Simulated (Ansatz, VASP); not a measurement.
**WC in VASP and in Ansatz**

```
W C
1.0
     0.00000    2.24750    2.24750
     2.24750    0.00000    2.24750
     2.24750    2.24750    0.00000
W C
1 1
Direct
  0.00000 0.00000 0.00000
  0.50000 0.50000 0.50000
```

Change from the starting cell: strain +0.025 along x and y, +0.025 along z, atoms carried along.

Alike in both runs: task single point; functional r2SCAN; k mesh 18 × 18 × 18; occupations gaussian, width 0.15 eV; no spin polarisation.

|  | VASP | Ansatz |
| --- | --- | --- |
| version | VASP 6.6.1 | Ansatz 0.2.0 |
| potentials or method | VASP PAW PBE potentials, release 64 (W_sv, C), cutoff 520 eV | scalar-relativistic, plane waves, PAW |
| valence electrons in the cell | 18 | 18 |

|  | VASP | Ansatz | Ansatz less VASP |
| --- | --- | --- | --- |
| gap on the k mesh at the Fermi level (eV) | none | none | - |
| pressure (GPa) | -26.7 | -27.9 | -1.20 |

VASP's potentials were made for PBE, not for r2SCAN. A gap of «none» marks a metal or a gap that the smearing closes.

Spin-orbit coupling is off throughout.
